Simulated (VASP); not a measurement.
RbCl: vibrations by perturbation theory with PBEsol

The system is RbCl.

```
Rb Cl
1.0
     0.00000    3.27400    3.27400
     3.27400    0.00000    3.27400
     3.27400    3.27400    0.00000
Rb Cl
1 1
Direct
  0.00000 0.00000 0.00000
  0.50000 0.50000 0.50000
```

```yaml
Program: VASP 6.6.1
Task: vibrations by perturbation theory
Functional: PBEsol
Potentials_or_basis: VASP PAW PBE potentials, release 64 (Rb_sv, Cl)
Cutoff: 500 eV
k_mesh: 6 × 6 × 6
Occupations: gaussian, width 0.01 eV
Spin: no spin polarisation
Dipole_correction: no
Further_INCAR_settings: ALGO = Normal; EDIFF = 1e-08; NBANDS = 15; IBRION = 8; NSW = 1
```

```
Electronic dielectric tensor (diagonal)                 : 2.39
Born charges (mean of the diagonal)                     : Rb +1.17; Cl -1.17 e
Highest phonon frequency at Γ, LO-TO splitting left out : 113 cm⁻¹
```

Phonon frequencies in cm⁻¹ (negative: imaginary):
```tsv
q point	frequencies
(0.000, 0.000, 0.000)	0 0 0 113 113 113
```

Electronic dielectric tensor:
```
2.39 0.00 0.00
0.00 2.39 0.00
0.00 0.00 2.39
```

Born effective charge tensors (e):
atom 1, Rb
```
1.17 0.00 0.00
0.00 1.17 0.00
0.00 0.00 1.17
```
atom 2, Cl
```
-1.17  0.00  0.00
 0.00 -1.17  0.00
 0.00  0.00 -1.17
```

Wall time 11 min on 1 thread of Intel(R) Xeon(R) Platinum 8259CL CPU @ 2.50GHz (Skylake/Cascade Lake), with other jobs on the host, peak memory 0.28 GiB.
